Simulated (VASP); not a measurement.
A run of VASP 6.6.1 is set up as follows.

File INCAR:

```
SYSTEM = Lu
PREC     = Accurate       ! precision mode
ENCUT    = 520            ! plane-wave cutoff, eV
EDIFF    = 1E-7           ! SCF threshold, eV
ISMEAR   = -1             ! smearing method
SIGMA    = 0.1            ! smearing width, eV
LREAL    = .FALSE.        ! projectors in reciprocal space
LASPH    = .TRUE.         ! aspherical terms in the spheres
NELM     = 60             ! most SCF steps
ALGO     = Normal         ! electronic algorithm
ISIF     = 2              ! what is computed and relaxed
LWAVE    = .FALSE.        ! write WAVECAR
LCHARG   = .FALSE.        ! write CHGCAR
GGA      = RP             ! functional
NBANDS   = 32             ! bands
```

File KPOINTS:

```
Automatic mesh
0
G
  8 8 8
  0 0 0
```

Contents of POSCAR:

```
Lu
1.0
    0.0000000000      3.9317174073      3.9317174073
    3.9317174073      0.0000000000      3.9317174073
    3.9317174073      3.9317174073      0.0000000000
Lu
2
Direct
    0.1250000000      0.1250000000      0.1250000000
    0.8750000000      0.8750000000      0.8750000000
```

Potentials or basis: VASP PAW PBE potentials, release 64 (Lu).

Run with:

```console
$ cat potpaw_PBE.64/Lu/POTCAR > POTCAR
$ mpirun -np 1 vasp_std > vasp.out
```

(1) What does it give for the band gap on the k mesh?

(2) Estimate the pressure.

Answers

(1) zero (bands 25 and 26 overlap by 0.69 eV).

(2) -1.2 GPa.

Caveat: the PAW data sets were made with another functional, which shifts forces and pressure a little; spin-orbit coupling is left out, which moves the levels of the heavy elements.
